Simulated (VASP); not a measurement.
# Si (Im-3m) in VASP: a series of runs

The runs below take Si through single point, with PBE.

All numbers are computed with VASP 6.6.1; they aren't measurements. Logs are shortened: lines on timing, memory, paths and dates and some standing lists are left out, and cuts for length are marked.

## Step 1: The cell of the first run

It takes space group Im-3m (No. 229, cubic). The conventional cell has a = 3.082 Å, b = 3.082 Å, c = 3.082 Å, α = 90.00°, β = 90.00°, γ = 90.00°. Within 3.5 Å of Si (site symmetry m-3m) lie 14 Si at 2.67 to 3.08 Å.

## Step 2: Single point, PBE

Contents of INCAR:

```
SYSTEM = Si
  PREC = Accurate
  ENCUT = 520
  EDIFF = 1E-6
  ISMEAR = -1
  SIGMA = 0.05
  LREAL = .FALSE.
  LASPH = .TRUE.
  NELM = 100
  ALGO = Normal
  ISIF = 2
  LWAVE = .FALSE.
  LCHARG = .FALSE.
  GGA = PE
  NBANDS = 8
```

Contents of KPOINTS:

```
Automatic mesh
0
G
  17 17 17
  0 0 0
```

Contents of POSCAR:

```
Si
1.0
   -1.5411780048      1.5411780048      1.5411780048
    1.5411780048     -1.5411780048      1.5411780048
    1.5411780048      1.5411780048     -1.5411780048
Si
1
Direct
    0.0000000000      0.0000000000      0.0000000000
```

Potentials or basis: VASP PAW PBE potentials, release 64 (Si).

On the command line:

```
$ cat potpaw_PBE.64/Si/POTCAR > POTCAR
$ mpirun -np 1 vasp_std > vasp.out
```

OUTCAR:

```text
SYSTEM = Si
   PREC = Accurate
   ENCUT = 520
   EDIFF = 1E-6
   ISMEAR = -1
   LREAL = .FALSE.
   LASPH = .TRUE.
   NELM = 100
   ISIF = 2
   GGA = PE

 ion  position               nearest neighbor table
   1  0.000  0.000  0.000-

  LATTYP: Found a body centered cubic cell.
 ALAT       =     3.0823560096

  Lattice vectors:

 A1 = (  -1.5411780048,   1.5411780048,   1.5411780048)
 A2 = (   1.5411780048,  -1.5411780048,   1.5411780048)
 A3 = (   1.5411780048,   1.5411780048,  -1.5411780048)

Analysis of symmetry for initial positions (statically):
=====================================================================
 Subroutine PRICEL returns:
 Original cell was already a primitive cell.

 Routine SETGRP: Setting up the symmetry group for a
 body centered cubic supercell.

 Subroutine GETGRP returns: Found 48 space group operations
 (whereof 48 operations were pure point group operations)
 out of a pool of 48 trial point group operations.

The static configuration has the point symmetry O_h .

Analysis of symmetry for dynamics (positions and initial velocities):
=====================================================================
 Subroutine PRICEL returns:
 Original cell was already a primitive cell.

 Routine SETGRP: Setting up the symmetry group for a
 body centered cubic supercell.

 Subroutine GETGRP returns: Found 48 space group operations
 (whereof 48 operations were pure point group operations)
 out of a pool of 48 trial point group operations.

The dynamic configuration has the point symmetry O_h .

 Subroutine INISYM returns: Found 48 space group operations
 (whereof 48 operations are pure point group operations),
 and found     1 'primitive' translations

----------------------------------------------------------------------------------------

                                     Primitive cell

  volume of cell :      14.6426

  direct lattice vectors                    reciprocal lattice vectors
    -1.541178005  1.541178005  1.541178005     0.000000000  0.324427158  0.324427158
     1.541178005 -1.541178005  1.541178005     0.324427158  0.000000000  0.324427158
     1.541178005  1.541178005 -1.541178005     0.324427158  0.324427158  0.000000000

  length of vectors
     2.669398608  2.669398608  2.669398608     0.458809287  0.458809287  0.458809287

  position of ions in fractional coordinates (direct lattice)
     0.000000000  0.000000000  0.000000000

  ion indices of the primitive-cell ions
   primitive index   ion index
                 1           1

----------------------------------------------------------------------------------------

 KPOINTS: Automatic mesh

Automatic generation of k-mesh.
 Grid dimensions read from file:
 generate k-points for:   17   17   17

 Generating k-lattice:

  Cartesian coordinates                     Fractional coordinates (reciprocal lattice)
     0.000000000  0.019083950  0.019083950     0.058823529  0.000000000  0.000000000
     0.019083950  0.000000000  0.019083950     0.000000000  0.058823529  0.000000000
     0.019083950  0.019083950  0.000000000     0.000000000  0.000000000  0.058823529

  Length of vectors
     0.026988782  0.026988782  0.026988782

  Shift w.r.t. Gamma in fractional coordinates (k-lattice)
     0.000000000  0.000000000  0.000000000

 Subroutine IBZKPT returns following result:
 ===========================================

 Found    165 irreducible k-points:

 Following reciprocal coordinates:
            Coordinates               Weight
  0.000000  0.000000  0.000000      1.000000
  0.058824  0.000000  0.000000     12.000000
  0.117647  0.000000  0.000000     12.000000
  0.176471  0.000000  0.000000     12.000000
  0.235294  0.000000  0.000000     12.000000
  0.294118  0.000000  0.000000     12.000000
[... 16 lines left out ...]
  0.411765  0.117647  0.000000     48.000000
  0.176471  0.176471  0.000000     24.000000
 [... further k-points ...]
   k-points           NKPTS =    165   k-points in BZ     NKDIM =    165   number of bands    NBANDS=      8
   number of dos      NEDOS =    301   number of ions     NIONS =      1
   total plane-waves  NPLWV =   8000
   dimension x,y,z NGX =    20 NGY =   20 NGZ =   20
   dimension x,y,z NGXF=    40 NGYF=   40 NGZF=   40
   ions per type =               1
   NGX,Y,Z   is equivalent  to a cutoff of  12.46, 12.46, 12.46 a.u.
   NGXF,Y,Z  is equivalent  to a cutoff of  24.91, 24.91, 24.91 a.u.
 SYSTEM =  Si
   PREC   = accura    normal or accurate (medium, high low for compatibility)
   ISTART =      0    job   : 0-new  1-cont  2-samecut
   ICHARG =      2    charge: 1-file 2-atom 10-const
   ISPIN  =      1    spin polarized calculation?
   LNONCOLLINEAR =      F non collinear calculations
   LSORBIT =      F    spin-orbit coupling
   LASPH  =      T    aspherical Exc in radial PAW
   ENCUT  =  520.0 eV  38.22 Ry    6.18 a.u.   4.96  4.96  4.96*2*pi/ulx,y,z
   NELM   =    100;   NELMIN=  2; NELMDL= -5     # of ELM steps
   EDIFF  = 0.1E-05   stopping-criterion for ELM
   LREAL  =      F    real-space projection
   EDIFFG = 0.1E-04   stopping-criterion for IOM
   NSW    =      0    number of steps for IOM
   IBRION =     -1    ionic relax: 0-MD 1-quasi-New 2-CG
   NFREE  =      0    steps in history (QN), initial steepest desc. (CG)
   ISIF   =      2    stress and relaxation
   ISYM   =      2    0-nonsym 1-usesym 2-fastsym
   POTIM  = 0.5000    time-step for ionic-motion
   TEBEG  =    0.0;   TEEND  =   0.0 temperature during run
   PSTRESS=    0.0 pullay stress
   NELECT =       4.0000    total number of electrons
   NUPDOWN=      -1.0000    fix difference up-down
   EMIN   =  10.00;   EMAX   =-10.00  energy-range for DOS
   EFERMI =   0.00;   METHOD = LEGACY
   ISMEAR =    -1;   SIGMA  =   0.05  broadening in eV -4-tet -1-fermi 0-gaus
   EFERMI_NEDOS =   21; number of points for ismear=-14 and -15
   IALGO  =     38    algorithm
   IMIX   =      4    mixing-type and parameters
     AMIX     =   0.40;   BMIX     =  1.00
     AMIX_MAG =   1.60;   BMIX_MAG =  1.00
  volume/ion in A,a.u.               =      14.64        98.81
  Fermi-wavevector in a.u.,A,eV,Ry     =   1.062238  2.007340 15.352142  1.128351
  Thomas-Fermi vector in A             =   2.197682
   LORBIT       =      0    0 simple, 1 ext, 2 COOP (PROOUT), +10 PAW based schemes
   GGA     = PE    functional components
   LHFCALC =     F    Hartree Fock is set to
   AEXX    =    0.0000 exact exchange contribution
   IVDW    =     0    specifies the selected vdW correction
   LEPSILON=     F    determine dielectric tensor
   LRPA    =     F    only Hartree local field effects (RPA)
 non-spin polarized calculation
  energy-cutoff  :      520.00
  volume of cell :       14.64
 maximum number of plane-waves:       410
   NGX =  9   NGY =  9   NGZ =  9

 number of electron       3.9999999 magnetization

 Free energy of the ion-electron system (eV)
  ---------------------------------------------------
  ext. energy  EPLUGINS =         0.00000000
  ---------------------------------------------------
  free energy    TOTEN  =        -4.90348637 eV

  energy without entropy =       -4.89982611  energy(sigma->0) =       -4.90165624

 E-fermi :   9.8391     XC(G=0): -11.1480

 val. band max:        9.8239843329   @ k =  -0.4118   0.4118   0.4118
 cond. band min:       9.8442165459   @ k =  -0.2941   0.3529   0.1176
 fundamental gap:      0.0202322130
 Fermi energy:         9.8390931482

 k-point     1 :       0.0000    0.0000    0.0000
  band No.  band energies     occupation
      1      -4.3198      2.00000
      2      21.2650      0.00000
      3      21.2650      0.00000
      4      21.2650      0.00000
      5      22.4237      0.00000
      6      22.4237      0.00000
      7      22.4237      0.00000
      8      26.1134      0.00000

 k-point     2 :       0.0588    0.0000    0.0000
  band No.  band energies     occupation
      1      -4.2139      2.00000
      2      19.9317      0.00000
      3      20.3028      0.00000
      4      21.1154      0.00000
      5      22.0690      0.00000
      6      23.1046      0.00000
      7      23.5631      0.00000
      8      25.3281      0.00000

 k-point     3 :       0.1176    0.0000    0.0000
  band No.  band energies     occupation
      1      -3.8966      2.00000
      2      17.6991      0.00000
      3      19.0989      0.00000
      4      20.7000      0.00000
      5      21.2503      0.00000
      6      23.1368      0.00000
      7      24.9987      0.00000
      8      25.2962      0.00000

 k-point     4 :       0.1765    0.0000    0.0000
  band No.  band energies     occupation
      1      -3.3689      2.00000
      2      15.2320      0.00000
      3      18.0415      0.00000
      4      20.1210      0.00000
      5      20.3120      0.00000
      6      22.3416      0.00000
      7      25.6524      0.00000
      8      26.0329      0.00000

 k-point     5 :       0.2353    0.0000    0.0000
  band No.  band energies     occupation
      1      -2.6323      2.00000
      2      12.7527      0.00000
      3      17.1554      0.00000
      4      19.4323      0.00000
      5      19.5031      0.00000
      6      21.5295      0.00000
      7      26.4678      0.00000
      8      26.5402      0.00000
[... 177 lines left out ...]
 k-point    22 :       0.3529    0.1176    0.0000
  band No.  band energies     occupation
      1       1.1121      2.00000
      2       6.3171      2.00000
      3      12.8723      0.00000
      4      16.1016      0.00000
      5      20.2195      0.00000
      6      22.7982      0.00000
      7      27.1601      0.00000
      8      30.3667      0.00000

 k-point    23 :       0.4118    0.1176    0.0000
  band No.  band energies     occupation
      1       2.6390      2.00000
      2       4.4166      2.00000
      3      12.6816      0.00000
      4      15.9207      0.00000
      5      20.0443      0.00000
      6      22.7102      0.00000
      7      28.2949      0.00000
      8      29.5552      0.00000

 k-point    24 :       0.1765    0.1765    0.0000
  band No.  band energies     occupation
      1      -1.4801      2.00000
      2      11.9852      0.00000
      3      12.3719      0.00000
      4      16.9170      0.00000
      5      21.9068      0.00000
      6      22.8413      0.00000
      7      26.5886      0.00000
      8      27.7446      0.00000

 [... further k-points ...]
[... 5 lines left out ...]
  --------------------------------------------------------------------------------------
  -------------------------------------------------------------------------------------
  Total       -0.0038822     -0.0038822     -0.0038822     -0.0000000     -0.0000000      0.0000000
  in kB       -0.4247906     -0.4247906     -0.4247906     -0.0000000     -0.0000000      0.0000000
  external PRESSURE =      -0.4247906 kB  Pullay stress =       0.0000000 kB

 VOLUME and BASIS-vectors are now :
 -----------------------------------------------------------------------------
  energy-cutoff  :      520.00
  volume of cell :       14.64
      direct lattice vectors                 reciprocal lattice vectors
    -1.541178005  1.541178005  1.541178005     0.000000000  0.324427158  0.324427158
     1.541178005 -1.541178005  1.541178005     0.324427158  0.000000000  0.324427158
     1.541178005  1.541178005 -1.541178005     0.324427158  0.324427158  0.000000000

 POSITION                                       TOTAL-FORCE (eV/Angst)
 -----------------------------------------------------------------------------------
      0.00000      0.00000      0.00000         0.000000     -0.000000      0.000000
 -----------------------------------------------------------------------------------
    total drift:                                0.000000      0.000000     -0.000000

  FREE ENERGIE OF THE ION-ELECTRON SYSTEM (eV)
  ---------------------------------------------------
  free  energy   TOTEN  =        -4.9034863726 eV

  energy  without entropy=       -4.8998261129  energy(sigma->0) =       -4.90165624
```

It took 10 s on 1 thread of Intel Xeon Platinum 8259CL at 2.50GHz (Skylake/Cascade Lake), shared host; peak memory 0.13 GiB.

What came out:

```yaml
Free_energy: -4.9035 eV
Pressure: 0.0 GPa
Band_gap_on_the_k_mesh: zero (band 2 reaches 21.27 eV, above the bottom of band 3 at 5.87 eV)
```

## Step 3: Single point, PBE

Contents of INCAR:

```
PREC = Accurate
ENCUT = 520
EDIFF = 1E-7
ISMEAR = -1
SIGMA = 0.05
LREAL = F
LASPH = T
NELM = 100
ALGO = Normal
ISIF = 2
LWAVE = F
LCHARG = T
GGA = PE
LELF = T
LVHAR = T
NBANDS = 8
```

Contents of KPOINTS:

```
regular mesh
0
Gamma
  17 17 17
```

POSCAR is that of step 2.

Potentials or basis: VASP PAW PBE potentials, release 64 (Si).

On the command line:

```
$ cat potpaw_PBE.64/Si/POTCAR > POTCAR
$ mpirun -np 1 vasp_std > vasp.out
```

OUTCAR:

```text
PREC = Accurate
   ENCUT = 520
   EDIFF = 1E-7
   ISMEAR = -1
   LREAL = F
   LASPH = T
   NELM = 100
   ISIF = 2
   GGA = PE

 ion  position               nearest neighbor table
   1  0.000  0.000  0.000-

  LATTYP: Found a body centered cubic cell.
 ALAT       =     3.0823560096

  Lattice vectors:

 A1 = (  -1.5411780048,   1.5411780048,   1.5411780048)
 A2 = (   1.5411780048,  -1.5411780048,   1.5411780048)
 A3 = (   1.5411780048,   1.5411780048,  -1.5411780048)

Analysis of symmetry for initial positions (statically):
=====================================================================
 Subroutine PRICEL returns:
 Original cell was already a primitive cell.

 Routine SETGRP: Setting up the symmetry group for a
 body centered cubic supercell.

 Subroutine GETGRP returns: Found 48 space group operations
 (whereof 48 operations were pure point group operations)
 out of a pool of 48 trial point group operations.

The static configuration has the point symmetry O_h .

Analysis of symmetry for dynamics (positions and initial velocities):
=====================================================================
 Subroutine PRICEL returns:
[... 152 lines left out ...]
  energy without entropy =       -4.89982543  energy(sigma->0) =       -4.90165557

 E-fermi :   9.8390     XC(G=0): -11.1480

 val. band max:        9.8238713056   @ k =  -0.4118   0.4118   0.4118
 cond. band min:       9.8441315759   @ k =  -0.2941   0.3529   0.1176
 fundamental gap:      0.0202602704
 Fermi energy:         9.8390058477

 k-point     1 :       0.0000    0.0000    0.0000
  band No.  band energies     occupation
      1      -4.3199      2.00000
      2      21.2648      0.00000
      3      21.2648      0.00000
      4      21.2648      0.00000
      5      22.4237      0.00000
      6      22.4237      0.00000
      7      22.4237      0.00000
      8      26.1134      0.00000
[... 243 lines left out ...]
 k-point    24 :       0.1765    0.1765    0.0000
  band No.  band energies     occupation
      1      -1.4802      2.00000
      2      11.9851      0.00000
      3      12.3719      0.00000
      4      16.9169      0.00000
      5      21.9067      0.00000
      6      22.8413      0.00000
      7      26.5885      0.00000
      8      27.7446      0.00000

 [... further k-points ...]
[... 5 lines left out ...]
  --------------------------------------------------------------------------------------
  -------------------------------------------------------------------------------------
  Total       -0.0039380     -0.0039380     -0.0039380     -0.0000000      0.0000000      0.0000000
  in kB       -0.4308966     -0.4308966     -0.4308966     -0.0000000      0.0000000      0.0000000
  external PRESSURE =      -0.4308966 kB  Pullay stress =       0.0000000 kB

 VOLUME and BASIS-vectors are now :
 -----------------------------------------------------------------------------
  energy-cutoff  :      520.00
  volume of cell :       14.64
      direct lattice vectors                 reciprocal lattice vectors
    -1.541178005  1.541178005  1.541178005     0.000000000  0.324427158  0.324427158
     1.541178005 -1.541178005  1.541178005     0.324427158  0.000000000  0.324427158
     1.541178005  1.541178005 -1.541178005     0.324427158  0.324427158  0.000000000

 POSITION                                       TOTAL-FORCE (eV/Angst)
 -----------------------------------------------------------------------------------
      0.00000      0.00000      0.00000         0.000000      0.000000     -0.000000
 -----------------------------------------------------------------------------------
    total drift:                                0.000000      0.000000     -0.000000

  FREE ENERGIE OF THE ION-ELECTRON SYSTEM (eV)
  ---------------------------------------------------
  free  energy   TOTEN  =        -4.9034856992 eV

  energy  without entropy=       -4.8998254347  energy(sigma->0) =       -4.90165557
```

stdout:

```text
POSCAR found type information on POSCAR Si
 POSCAR found :  1 types and       1 ions
 scaLAPACK will be used
 LDA part: xc-table for (Slater+PW92), standard interpolation
 POSCAR, INCAR and KPOINTS ok, starting setup
 FFT: planning ... GRIDC
 FFT: planning ... GRID_SOFT
 FFT: planning ... GRID
 WAVECAR not read
 entering main loop
```

Wall time 12 s (1 thread of Intel Xeon Platinum 8259CL at 2.50GHz (Skylake/Cascade Lake), shared host); peak memory 0.13 GiB.

Results:

```yaml
Free_energy: -4.9035 eV
Pressure: 0.0 GPa
Band_gap_on_the_k_mesh: zero (band 2 reaches 21.26 eV, above the bottom of band 3 at 5.87 eV)
```
